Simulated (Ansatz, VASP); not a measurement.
**One calculation of CoO, two programs**

```
CELL_PARAMETERS angstrom
2.57246 0.00000 0.00000
0.00000 2.57246 0.00000
0.00000 0.00000 2.57246
ATOMIC_POSITIONS crystal
Co 0.00000 0.00000 0.00000
O 0.50000 0.50000 0.50000
```

Alike in both runs: functional PBEsol; k mesh 16 × 16 × 16; occupations gaussian, width 0.1 eV; collinear spin.

Ansatz relaxed the structure, and its values are those at the end. VASP's run is a single point on that final structure, the one shown.

|  | VASP | Ansatz |
| --- | --- | --- |
| version | VASP 6.6.1 | Ansatz 0.2.0 |
| potentials or method | VASP PAW PBE potentials, release 64 (Co, O), cutoff 520 eV | scalar-relativistic, plane waves, PAW |
| valence electrons in the cell | 15 | 23 |

|  | VASP | Ansatz | Ansatz less VASP |
| --- | --- | --- | --- |
| gap on the k mesh at the Fermi level (eV) | none | none | - |
| pressure (GPa) | -0.4 | 0.0 | +0.42 |
| net moment per atom (μB) | 1.50 | 1.50 | 0.000 |
| size of the moment on the site where the two differ most (μB) | 0.46 | 0.49 | +0.025 |

VASP's potentials were made for PBE, not for PBEsol. Site moments also hang on the region over which each program counts them. A gap of «none» marks a metal or a gap that the smearing closes. VASP's potentials hold 15 valence electrons a cell and Ansatz's 23, so a difference there can come from the potentials and not from the codes.
